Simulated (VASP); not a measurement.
Runs of VASP 6.6.1 on TaBe3Al. The structure is that of space group Pm-3m (No. 221), or close to it. The cells are those of the table. 

```csv
task,cell,k mesh,cutoff (eV),gap on the mesh (eV),pressure (GPa),relaxed volume (Å³/atom)
single point,"a = 3.724 Å, 5 atoms",6 × 6 × 6,520,none,(a),-
single point,"a = 4.449 Å, 5 atoms",8 × 8 × 8,520,none,0.0,-
single point,"a = 4.441 Å, 5 atoms",6 × 6 × 6,520,none,0.1,-
relaxation of cell and atoms,"relaxed from a = 3.724 Å, 5 atoms",6 × 6 × 6,600,none,-0.1,17.58
relaxation of cell and atoms,"relaxed from a = 4.441 Å, 5 atoms",8 × 8 × 8,600,none,0.1,17.61
```

Alike in all rows: level PBE; potentials or basis VASP PAW PBE potentials, release 64 (Ta_pv, Be, Al); no spin polarisation; smearing gaussian 0.1 eV.

Q: Estimate the missing entries.

A: (a) 74.7.

Caveats: spin-orbit coupling is left out, which moves the levels of the heavy elements; the volume moved by over 15 % at a fixed basis, so the end points are rough (some runs).

A k mesh can miss the band edges, and the runs leave out spin-orbit coupling on Ta.

A gap of «none» marks levels without a gap at the run's occupations.
